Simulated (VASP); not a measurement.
# NbCrCl (P4/mmm) in VASP: notebook

NbCrCl is run at these levels: PBE; tasks: single point, relaxation of cell and atoms.

All numbers are computed with VASP 6.6.1; they aren't measurements. Logs are shortened: lines on timing, memory, paths and dates and some standing lists are left out, and cuts for length are marked.

## Step 1: The cell of the first run

The structure is tetragonal, space group P4/mmm (No. 123). The conventional cell has a = 3.661 Å, b = 3.661 Å, c = 4.850 Å, α = 90.00°, β = 90.00°, γ = 90.00°. Within 3.2 Å of Nb (site symmetry 4/mmm) lie 2 Cl at 2.42 Å and 4 Cr at 2.59 Å. Cr (site symmetry 4/mmm) has 4 Nb at 2.59 Å within 3.4 Å. Within 3.2 Å of Cl (site symmetry 4/mmm) lie 2 Nb at 2.42 Å.

The cell was built from a structure type or drawn by symmetry, and may not be a known phase.

## Step 2: Single point, PBE, collinear spin, ferromagnetic start

Input file INCAR:

```
SYSTEM = NbCrCl
PREC = Accurate
ENCUT = 520
EDIFF = 1E-7
ISMEAR = 0
SIGMA = 0.1
LREAL = .FALSE.
LASPH = .TRUE.
NELM = 150
ALGO = Normal
ISIF = 2
LWAVE = .FALSE.
LCHARG = .FALSE.
ISPIN = 2
MAGMOM = 0 3 0
LORBIT = 11
LMAXMIX = 4
GGA = PE
NBANDS = 27
```

Input file KPOINTS:

```
Automatic mesh
0
G
  4 4 4
  0 0 0
```

Input file POSCAR:

```
NbCrCl
1.0
    3.6611347753      0.0000000000      0.0000000000
    0.0000000000      3.6611347753      0.0000000000
    0.0000000000      0.0000000000      4.8499456436
Nb Cr Cl
1 1 1
Direct
    0.5000000000      0.5000000000      0.0000000000
    0.0000000000      0.0000000000      0.0000000000
    0.5000000000      0.5000000000      0.5000000000
```

Potentials or basis: VASP PAW PBE potentials, release 64 (Nb_sv, Cr_pv, Cl).

Launch:

```sh
> cat potpaw_PBE.64/Nb_sv/POTCAR potpaw_PBE.64/Cr_pv/POTCAR potpaw_PBE.64/Cl/POTCAR > POTCAR
> mpirun -np 1 vasp_std > vasp.out
```

OUTCAR:

```text
SYSTEM = NbCrCl
   PREC = Accurate
   ENCUT = 520
   EDIFF = 1E-7
   ISMEAR = 0
   LREAL = .FALSE.
   LASPH = .TRUE.
   NELM = 150
   ISIF = 2
   ISPIN = 2
   LORBIT = 11
   GGA = PE

 ion  position               nearest neighbor table
   1  0.500  0.500  0.000-   3 2.42   3 2.42   2 2.59   2 2.59   2 2.59   2 2.59
   2  0.000  0.000  0.000-   1 2.59   1 2.59   1 2.59   1 2.59
   3  0.500  0.500  0.500-   1 2.42   1 2.42

  LATTYP: Found a simple tetragonal cell.
 ALAT       =     3.6611347753
 C/A-ratio  =     1.3247110367

  Lattice vectors:

 A1 = (   3.6611347753,   0.0000000000,   0.0000000000)
 A2 = (   0.0000000000,   3.6611347753,   0.0000000000)
 A3 = (   0.0000000000,   0.0000000000,   4.8499456436)

Analysis of symmetry for initial positions (statically):
=====================================================================
 Subroutine PRICEL returns:
 Original cell was already a primitive cell.

 Routine SETGRP: Setting up the symmetry group for a
 simple tetragonal supercell.

 Subroutine GETGRP returns: Found 16 space group operations
 (whereof 16 operations were pure point group operations)
 out of a pool of 16 trial point group operations.

The static configuration has the point symmetry D_4h.

Analysis of symmetry for dynamics (positions and initial velocities):
=====================================================================
 Subroutine PRICEL returns:
 Original cell was already a primitive cell.

 Routine SETGRP: Setting up the symmetry group for a
 simple tetragonal supercell.

 Subroutine GETGRP returns: Found 16 space group operations
 (whereof 16 operations were pure point group operations)
 out of a pool of 16 trial point group operations.

The dynamic configuration has the point symmetry D_4h.

Analysis of structural, dynamic, and magnetic symmetry:
=====================================================================
 Subroutine PRICEL returns:
 Original cell was already a primitive cell.

 Routine SETGRP: Setting up the symmetry group for a
 simple tetragonal supercell.

 Subroutine GETGRP returns: Found 16 space group operations
 (whereof 16 operations were pure point group operations)
 out of a pool of 16 trial point group operations.

The overall configuration has the point symmetry D_4h.

 Subroutine INISYM returns: Found 16 space group operations
 (whereof 16 operations are pure point group operations),
 and found     1 'primitive' translations

----------------------------------------------------------------------------------------

                                     Primitive cell

  volume of cell :      65.0082

  direct lattice vectors                    reciprocal lattice vectors
     3.661134775  0.000000000  0.000000000     0.273139357  0.000000000  0.000000000
     0.000000000  3.661134775  0.000000000     0.000000000  0.273139357  0.000000000
     0.000000000  0.000000000  4.849945644     0.000000000  0.000000000  0.206187878

  length of vectors
     3.661134775  3.661134775  4.849945644     0.273139357  0.273139357  0.206187878

  position of ions in fractional coordinates (direct lattice)
     0.500000000  0.500000000  0.000000000
     0.000000000  0.000000000  0.000000000
     0.500000000  0.500000000  0.500000000

  ion indices of the primitive-cell ions
   primitive index   ion index
                 1           1
                 2           2
                 3           3

----------------------------------------------------------------------------------------

 KPOINTS: Automatic mesh

Automatic generation of k-mesh.
 Grid dimensions read from file:
 generate k-points for:    4    4    4

 Generating k-lattice:

  Cartesian coordinates                     Fractional coordinates (reciprocal lattice)
     0.068284839  0.000000000  0.000000000     0.250000000  0.000000000  0.000000000
     0.000000000  0.068284839  0.000000000     0.000000000  0.250000000  0.000000000
     0.000000000  0.000000000  0.051546969     0.000000000  0.000000000  0.250000000

  Length of vectors
     0.068284839  0.068284839  0.051546969

  Shift w.r.t. Gamma in fractional coordinates (k-lattice)
     0.000000000  0.000000000  0.000000000

 Subroutine IBZKPT returns following result:
 ===========================================

 Found     18 irreducible k-points:

 Following reciprocal coordinates:
            Coordinates               Weight
  0.000000  0.000000  0.000000      1.000000
  0.250000  0.000000  0.000000      4.000000
  0.500000  0.000000  0.000000      2.000000
  0.250000  0.250000  0.000000      4.000000
  0.500000  0.250000  0.000000      4.000000
  0.500000  0.500000  0.000000      1.000000
[... 10 lines left out ...]
  0.500000  0.250000  0.500000      4.000000
  0.500000  0.500000  0.500000      1.000000
   k-points           NKPTS =     18   k-points in BZ     NKDIM =     18   number of bands    NBANDS=     27
   number of dos      NEDOS =    301   number of ions     NIONS =      3
   total plane-waves  NPLWV =  28224
   dimension x,y,z NGX =    28 NGY =   28 NGZ =   36
   dimension x,y,z NGXF=    56 NGYF=   56 NGZF=   72
   ions per type =               1   1   1
   NGX,Y,Z   is equivalent  to a cutoff of  12.71, 12.71, 12.34 a.u.
   NGXF,Y,Z  is equivalent  to a cutoff of  25.43, 25.43, 24.68 a.u.
 SYSTEM =  NbCrCl
   PREC   = accura    normal or accurate (medium, high low for compatibility)
   ISTART =      0    job   : 0-new  1-cont  2-samecut
   ICHARG =      2    charge: 1-file 2-atom 10-const
   ISPIN  =      2    spin polarized calculation?
   LNONCOLLINEAR =      F non collinear calculations
   LSORBIT =      F    spin-orbit coupling
   LASPH  =      T    aspherical Exc in radial PAW
   ENCUT  =  520.0 eV  38.22 Ry    6.18 a.u.   6.81  6.81  9.02*2*pi/ulx,y,z
   NELM   =    150;   NELMIN=  2; NELMDL= -5     # of ELM steps
   EDIFF  = 0.1E-06   stopping-criterion for ELM
   LREAL  =      F    real-space projection
   EDIFFG = 0.1E-05   stopping-criterion for IOM
   NSW    =      0    number of steps for IOM
   IBRION =     -1    ionic relax: 0-MD 1-quasi-New 2-CG
   NFREE  =      0    steps in history (QN), initial steepest desc. (CG)
   ISIF   =      2    stress and relaxation
   ISYM   =      2    0-nonsym 1-usesym 2-fastsym
   POTIM  = 0.5000    time-step for ionic-motion
   TEBEG  =    0.0;   TEEND  =   0.0 temperature during run
   PSTRESS=    0.0 pullay stress
   NELECT =      32.0000    total number of electrons
   NUPDOWN=      -1.0000    fix difference up-down
   EMIN   =  10.00;   EMAX   =-10.00  energy-range for DOS
   EFERMI =   0.00;   METHOD = LEGACY
   ISMEAR =     0;   SIGMA  =   0.10  broadening in eV -4-tet -1-fermi 0-gaus
   EFERMI_NEDOS =   21; number of points for ismear=-14 and -15
   IALGO  =     38    algorithm
   IMIX   =      4    mixing-type and parameters
     AMIX     =   0.40;   BMIX     =  1.00
     AMIX_MAG =   1.60;   BMIX_MAG =  1.00
  volume/ion in A,a.u.               =      21.67       146.23
  Fermi-wavevector in a.u.,A,eV,Ry     =   1.292614  2.442686 22.733293  1.670850
  Thomas-Fermi vector in A             =   2.424311
   LORBIT       =     11    0 simple, 1 ext, 2 COOP (PROOUT), +10 PAW based schemes
   GGA     = PE    functional components
   LHFCALC =     F    Hartree Fock is set to
   AEXX    =    0.0000 exact exchange contribution
   IVDW    =     0    specifies the selected vdW correction
   LEPSILON=     F    determine dielectric tensor
   LRPA    =     F    only Hartree local field effects (RPA)
 spin polarized calculation
 Gauss-broadening in eV      SIGMA  =   0.10
  energy-cutoff  :      520.00
  volume of cell :       65.01
 maximum number of plane-waves:      1778
 NGX is ok and might be reduce to    28
   NGX = 13   NGY = 13   NGZ = 19

 number of electron      32.0000006 magnetization       2.6773381

 Free energy of the ion-electron system (eV)
  ---------------------------------------------------
  ext. energy  EPLUGINS =         0.00000000
  ---------------------------------------------------
  free energy    TOTEN  =       -19.99928786 eV

  energy without entropy =      -19.98904848  energy(sigma->0) =      -19.99416817

 E-fermi :   6.0031     XC(G=0): -10.0442

 val. band max:        5.9768985799   @ k =   0.2500   0.0000   0.2500
 cond. band min:       6.0264516892   @ k =   0.5000   0.2500   0.0000
 fundamental gap:      0.0495531093
 Fermi energy:         6.0031318531

 spin component 1

 k-point     1 :       0.0000    0.0000    0.0000
  band No.  band energies     occupation
      1     -48.7053      1.00000
      2     -37.6507      1.00000
      3     -37.5965      1.00000
      4     -37.5965      1.00000
      5     -25.0977      1.00000
      6     -24.5980      1.00000
[... 19 lines left out ...]
     26      13.9750      0.00000
     27      13.9763      0.00000

 k-point     2 :       0.2500    0.0000    0.0000
  band No.  band energies     occupation
      1     -48.7047      1.00000
      2     -37.6502      1.00000
      3     -37.5946      1.00000
      4     -37.5937      1.00000
      5     -25.0949      1.00000
      6     -24.6553      1.00000
[... 19 lines left out ...]
     26      13.0114      0.00000
     27      15.4036      0.00000

 k-point     3 :       0.5000    0.0000    0.0000
  band No.  band energies     occupation
      1     -48.7042      1.00000
      2     -37.6496      1.00000
      3     -37.5926      1.00000
      4     -37.5910      1.00000
      5     -25.0920      1.00000
      6     -24.7119      1.00000
[... 413 lines left out ...]
  band No.  band energies     occupation
      1     -48.7001      1.00000
      2     -37.6493      1.00000
      3     -37.6010      1.00000
      4     -37.6002      1.00000
      5     -25.1134      1.00000
      6     -24.6887      1.00000
[... 19 lines left out ...]
     26      14.1090      0.00000
     27      15.4942      0.00000

 k-point    18 :       0.5000    0.5000    0.5000
  band No.  band energies     occupation
      1     -48.6964      1.00000
      2     -37.6489      1.00000
      3     -37.6094      1.00000
      4     -37.6094      1.00000
      5     -25.1089      1.00000
      6     -24.6661      1.00000
[... 19 lines left out ...]
     26      14.8044      0.00000
     27      16.5275      0.00000
 Fermi energy:         6.0031318531

 spin component 2

 k-point     1 :       0.0000    0.0000    0.0000
  band No.  band energies     occupation
      1     -49.1294      1.00000
      2     -34.7311      1.00000
      3     -34.7311      1.00000
      4     -34.2655      1.00000
      5     -25.5152      1.00000
      6     -25.1163      1.00000
[... 19 lines left out ...]
     26      14.5731      0.00000
     27      14.5731      0.00000

 k-point     2 :       0.2500    0.0000    0.0000
  band No.  band energies     occupation
      1     -49.1285      1.00000
      2     -34.7281      1.00000
      3     -34.7262      1.00000
      4     -34.2647      1.00000
      5     -25.5126      1.00000
      6     -25.1746      1.00000
[... 19 lines left out ...]
     26      15.6032      0.00000
     27      16.3213      0.00000

 k-point     3 :       0.5000    0.0000    0.0000
  band No.  band energies     occupation
      1     -49.1276      1.00000
      2     -34.7252      1.00000
      3     -34.7213      1.00000
      4     -34.2638      1.00000
      5     -25.5101      1.00000
      6     -25.2323      1.00000
[... 414 lines left out ...]
      1     -49.1240      1.00000
      2     -34.7370      1.00000
      3     -34.7351      1.00000
      4     -34.2634      1.00000
      5     -25.5298      1.00000
      6     -25.2050      1.00000
[... 19 lines left out ...]
     26      15.7572      0.00000
     27      16.0800      0.00000

 k-point    18 :       0.5000    0.5000    0.5000
  band No.  band energies     occupation
      1     -49.1206      1.00000
      2     -34.7490      1.00000
      3     -34.7490      1.00000
      4     -34.2629      1.00000
      5     -25.5254      1.00000
      6     -25.1782      1.00000
[... 19 lines left out ...]
     26      16.5628      0.00000
     27      16.6909      0.00000

------------------------ aborting loop because EDIFF is reached ----------------------------------------

  FORCE on cell =-STRESS in cart. coord.  units (eV):
  Direction    XX          YY          ZZ          XY          YZ          ZX
  --------------------------------------------------------------------------------------
  -------------------------------------------------------------------------------------
  Total        0.0591920      0.0591920     -0.0481705      0.0000000     -0.0000000      0.0000000
  in kB        1.4588316      1.4588316     -1.1871977      0.0000000     -0.0000000      0.0000000
  external PRESSURE =       0.5768219 kB  Pullay stress =       0.0000000 kB

 VOLUME and BASIS-vectors are now :
 -----------------------------------------------------------------------------
  energy-cutoff  :      520.00
  volume of cell :       65.01
      direct lattice vectors                 reciprocal lattice vectors
     3.661134775  0.000000000  0.000000000     0.273139357  0.000000000  0.000000000
     0.000000000  3.661134775  0.000000000     0.000000000  0.273139357  0.000000000
     0.000000000  0.000000000  4.849945644     0.000000000  0.000000000  0.206187878

 POSITION                                       TOTAL-FORCE (eV/Angst)
 -----------------------------------------------------------------------------------
      1.83057      1.83057      0.00000         0.000000      0.000000      0.000000
      0.00000      0.00000      0.00000         0.000000      0.000000      0.000000
      1.83057      1.83057      2.42497         0.000000      0.000000      0.000000
 -----------------------------------------------------------------------------------
    total drift:                               -0.000000      0.000000     -0.000000

  FREE ENERGIE OF THE ION-ELECTRON SYSTEM (eV)
  ---------------------------------------------------
  free  energy   TOTEN  =       -19.9992878632 eV

  energy  without entropy=      -19.9890484797  energy(sigma->0) =      -19.99416817

 total charge

# of ion       s       p       d       tot
------------------------------------------
    1        2.196   5.965   2.583  10.743
    2        0.382   6.149   4.228  10.758
    3        1.596   3.510   0.000   5.106
--------------------------------------------------
tot          4.174  15.623   6.810  26.607

 magnetization (x)

# of ion       s       p       d       tot
------------------------------------------
    1       -0.015   0.012  -0.653  -0.656
    2        0.068  -0.012   3.020   3.075
    3        0.007   0.059   0.000   0.066
--------------------------------------------------
tot          0.060   0.059   2.366   2.486
```

Run time: 36 s. Hardware: 1 thread of Intel Xeon 6975P-C (Granite Rapids), shared host; peak memory 0.21 GiB.

Results:

* Free energy: -19.9993 eV
* Pressure: 0.1 GPa
* Net moment: 2.68 μB per cell
* Site moments: Nb -0.66; Cr +3.08; Cl +0.07 μB
* Valence electrons inside the program's atomic spheres: Nb 10.74; Cr 10.76; Cl 5.11

Stress tensor (GPa, compression positive):
```
 0.15  0.00  0.00
 0.00  0.15  0.00
 0.00  0.00 -0.12
```

Caveat: the k points lie up to 0.43 Å⁻¹ apart; an empty level that is flat over the whole mesh can mark a ghost state of the potentials, or a narrow d or f band; a cell with one magnetic atom can't hold antiferromagnetic order, which such compounds often take.

## Step 3: Single point, PBE, collinear spin, ferromagnetic start

This run uses another cell than the first one, of 35.79 Å³/atom.

Input file INCAR:

```
  PREC = Accurate
  ENCUT = 520
  EDIFF = 1E-7
  ISMEAR = 0
  SIGMA = 0.1
  LREAL = F
  LASPH = T
  NELM = 150
  ALGO = Normal
  ISIF = 2
  LWAVE = F
  LCHARG = F
  ISPIN = 2
  MAGMOM = 0 3 0
  LORBIT = 11
  LMAXMIX = 4
  GGA = PE
  NBANDS = 27
```

Input file KPOINTS:

```
regular mesh
0
Gamma
  4 4 4
```

Input file POSCAR:

```
NbCrCl
1.0
    4.7142921300      0.0000000000      0.0000000000
    0.0000000000      4.7142921300      0.0000000000
    0.0000000000      0.0000000000      4.8315709600
Nb Cr Cl
1 1 1
Direct
    0.5000000000      0.5000000000      0.0000000000
    0.0000000000      0.0000000000      0.0000000000
    0.5000000000      0.5000000000      0.5000000000
```

Potentials or basis: VASP PAW PBE potentials, release 64 (Nb_sv, Cr_pv, Cl).

Launch:

```sh
> cat potpaw_PBE.64/Nb_sv/POTCAR potpaw_PBE.64/Cr_pv/POTCAR potpaw_PBE.64/Cl/POTCAR > POTCAR
> mpirun -np 1 vasp_std > vasp.out
```

Run time: 60 s. Hardware: 1 thread of Intel Xeon 6975P-C (Granite Rapids), shared host; peak memory 0.28 GiB.

The run converged. Its results:

| Property | Result |
| --- | --- |
| Free energy | -17.8887 eV |
| Pressure | -5.9 GPa |
| Net moment | 2.27 μB per cell |
| Site moments | Nb -1.74; Cr +4.09; Cl +0.06 μB |
| Valence electrons inside the program's atomic spheres | Nb 10.54; Cr 10.44; Cl 5.12 |

Stress tensor (GPa, compression positive):
```
-8.19  0.00  0.00
 0.00 -8.19  0.00
 0.00  0.00 -1.23
```

Levels at points of the mesh, in eV from the Fermi level:
Spin up:
```csv
k point,band 13,band 14,band 15,band 16,band 17,band 18,band 19,band 20,band 21,band 22
"(0.00, 0.00, 0.00)",-1.21,-1.02,-0.68,-0.58,-0.58,1.01,1.01,1.39,1.98,2.28
"(0.50, 0.00, 0.00)",-0.87,-0.61,-0.59,-0.52,-0.46,-0.33,0.40,0.71,0.88,1.53
"(0.50, 0.50, 0.00)",-1.12,-0.77,-0.77,-0.64,-0.41,0.93,0.93,1.65,1.67,1.67
"(0.00, 0.00, 0.50)",-1.15,-1.00,-0.49,-0.49,-0.30,1.22,1.47,2.32,2.48,2.48
"(0.50, 0.00, 0.50)",-0.66,-0.66,-0.59,-0.53,-0.41,-0.20,0.84,1.77,2.01,2.45
"(0.50, 0.50, 0.50)",-1.10,-0.54,-0.54,-0.41,-0.24,1.21,1.21,1.87,2.41,2.41
```
Spin down:
| k point | band 11 | band 12 | band 13 | band 14 | band 15 | band 16 | band 17 | band 18 | band 19 | band 20 |
| --- | --- | --- | --- | --- | --- | --- | --- | --- | --- | --- |
| (0.00, 0.00, 0.00) | -4.50 | -2.84 | -1.02 | -0.75 | -0.75 | -0.66 | 1.19 | 2.60 | 3.21 | 3.34 |
| (0.50, 0.00, 0.00) | -4.47 | -1.55 | -0.99 | -0.69 | -0.62 | 0.05 | 0.18 | 1.66 | 2.40 | 2.75 |
| (0.50, 0.50, 0.00) | -4.80 | -1.48 | -0.99 | -0.99 | -0.38 | 0.30 | 1.74 | 1.75 | 1.75 | 2.50 |
| (0.00, 0.00, 0.50) | -4.98 | -2.52 | -0.91 | -0.62 | 0.89 | 0.89 | 1.86 | 3.23 | 3.23 | 3.23 |
| (0.50, 0.00, 0.50) | -4.94 | -1.34 | -0.55 | -0.34 | 0.33 | 0.81 | 0.93 | 2.21 | 2.36 | 2.95 |
| (0.50, 0.50, 0.50) | -5.23 | -1.31 | -0.17 | 0.33 | 0.78 | 0.78 | 1.14 | 1.14 | 3.13 | 3.13 |

Caveat: the cell stands under tension; a cell with one magnetic atom can't hold antiferromagnetic order, which such compounds often take. With open d or f shells a metallic result of PBE can be an artefact of self-interaction; +U or a hybrid may open a gap.

(Continued in part 2 of 2.)
